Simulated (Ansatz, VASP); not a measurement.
**As: VASP and Ansatz over several settings**

```
As
1.0
     1.80033   -5.42567    0.00000
     1.80033    5.42567    0.00000
     0.00000    0.00000    4.40959
As
4
Direct
  0.39000 0.61000 0.56000
  0.89000 0.11000 0.94000
  0.61000 0.39000 0.44000
  0.11000 0.89000 0.06000
```

Single points on this cell with VASP 6.6.1 and Ansatz 0.2.0. Each row is one pair of runs. Alike in all rows: spin: off; k mesh: 8 × 8 × 6; smearing: fermi-dirac, width 0.05 eV.

| level | VASP's potentials, cutoff | Ansatz's potentials, cutoff | gap on the k mesh at the Fermi level (eV), VASP | gap on the k mesh at the Fermi level (eV), Ansatz | pressure (GPa), VASP | pressure (GPa), Ansatz | rms of the force components (eV/Å), VASP | rms of the force components (eV/Å), Ansatz |
| --- | --- | --- | --- | --- | --- | --- | --- | --- |
| r2SCAN | VASP PAW PBE potentials, release 64 (As), 520 eV | Ansatz PAW, 500 eV | 0.18 | 0.18 | 4.9 | 4.7 | 0.103 | 0.105 |
| LDA | VASP PAW LDA potentials, release 64 (As), 520 eV | Ansatz PAW, 420 eV | none | none | 1.6 | 1.1 | 0.179 | 0.133 |
| PBEsol | VASP PAW PBE potentials, release 64 (As), 520 eV | Ansatz PAW, 420 eV | none | none | 3.3 | 2.8 | 0.247 | 0.198 |

Gap on the k mesh at the fermi level (eV): the two programs differ by at most 0.003; pressure (GPa): the two programs differ by at most 0.52; rms of the force components (eV/Å): the two programs differ by at most 0.0492.

VASP's potentials hold 20 valence electrons a cell and Ansatz's 60, so a difference there can come from the potentials and not from the codes.

A gap of «none» marks a metal or a gap that the smearing closes.
